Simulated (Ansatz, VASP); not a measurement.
# Sb: VASP beside Ansatz

```
Sb
1.0
     2.16161    1.24801    3.67967
    -2.16161    1.24801    3.67967
     0.00000   -2.49601    3.67967
Sb
2
Direct
  0.23615 0.23615 0.23615
  0.76385 0.76385 0.76385
```

Alike in both runs: task relaxation of cell and atoms; functional PBE; dispersion D3(BJ); k mesh 12 × 12 × 12; occupations fermi-dirac, width 0.15 eV; no spin polarisation.

```csv
,VASP,Ansatz
version,VASP 6.6.1,Ansatz 0.2.0
potentials or method,"VASP PAW PBE potentials, release 64 (Sb), cutoff 600 eV","scalar-relativistic, plane waves, PAW"
valence electrons in the cell,10,30
```

Ansatz gave:

```
gap on the k mesh at the Fermi level, each at its own relaxed structure (eV) : none
relaxed volume (Å³/atom)                                                     : 29.64
relaxed cell length with the largest relative difference (Å)                 : 4.439
```

**Question.** Which values does VASP return?

**Answer.** gap on the k mesh at the Fermi level, each at its own relaxed structure (eV): none; relaxed volume (Å³/atom): 29.58; relaxed cell length with the largest relative difference (Å): 4.431.

A gap of «none» marks a metal or a gap that the smearing closes. VASP's potentials hold 10 valence electrons a cell and Ansatz's 30, so a difference there can come from the potentials and not from the codes.

Neither program's run includes spin-orbit coupling.
